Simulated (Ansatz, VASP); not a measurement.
## Pd: VASP beside Ansatz

INCAR

```
SYSTEM = Pd
PREC = Accurate ; ENCUT = 520
EDIFF = 1E-6 ; ISMEAR = 0
SIGMA = 0.019000000000000003 ; LREAL = .FALSE.
LASPH = .TRUE. ; NELM = 60
ALGO = Normal ; ISIF = 2
LWAVE = .FALSE. ; LCHARG = .TRUE.
GGA = PE ; LELF = .TRUE.
LVHAR = .TRUE. ; NBANDS = 11
```

File KPOINTS:

```
regular mesh
0
G
  12 12 12
  0 0 0
```

POSCAR

```
Pd
1.0
    0.0000000000      1.9465000000      1.9465000000
    1.9465000000      0.0000000000      1.9465000000
    1.9465000000      1.9465000000      0.0000000000
Pd
1
Direct
    0.0000000000      0.0000000000      0.0000000000
```

input.yaml

```yaml
crystal:
  lattice:
    - [0.0, 1.9465, 1.9465]
    - [1.9465, 0.0, 1.9465]
    - [1.9465, 1.9465, 0.0]
  atoms:
    - { symbol: Pd, position: [0.0, 0.0, 0.0] }
hamiltonian:
  xc: pbe
  pseudopotentials: { kind: paw }
kpoints:
  mp_grid: { grid: [12, 12, 12] }
scf:
  occupations: { method: gaussian, width: 0.019 }
output:
  forces: true
  stress: true
  eigenvalues: true
```

Alike in both runs: task single point; functional PBE; k mesh 12 × 12 × 12; occupations gaussian, width 0.019 eV; no spin polarisation.

|  | VASP | Ansatz |
| --- | --- | --- |
| version | VASP 6.6.1 | Ansatz 0.2.0 |
| potentials or method | VASP PAW PBE potentials, release 64 (Pd) | Ansatz PAW |
| plane-wave cutoff (eV) | 520 | 420 |
| valence electrons in the cell | 10 | 18 |

Ansatz gave:

| Property | Result |
| --- | --- |
| gap on the k mesh at the Fermi level (eV) | none |
| pressure (GPa) | 6.9 |

Problem. Which values does VASP return?

Solution. gap on the k mesh at the Fermi level (eV): none; pressure (GPa): 6.6.

A gap of «none» marks a metal or a gap that the smearing closes. VASP's potentials hold 10 valence electrons a cell and Ansatz's 18, so a difference there can come from the potentials and not from the codes.
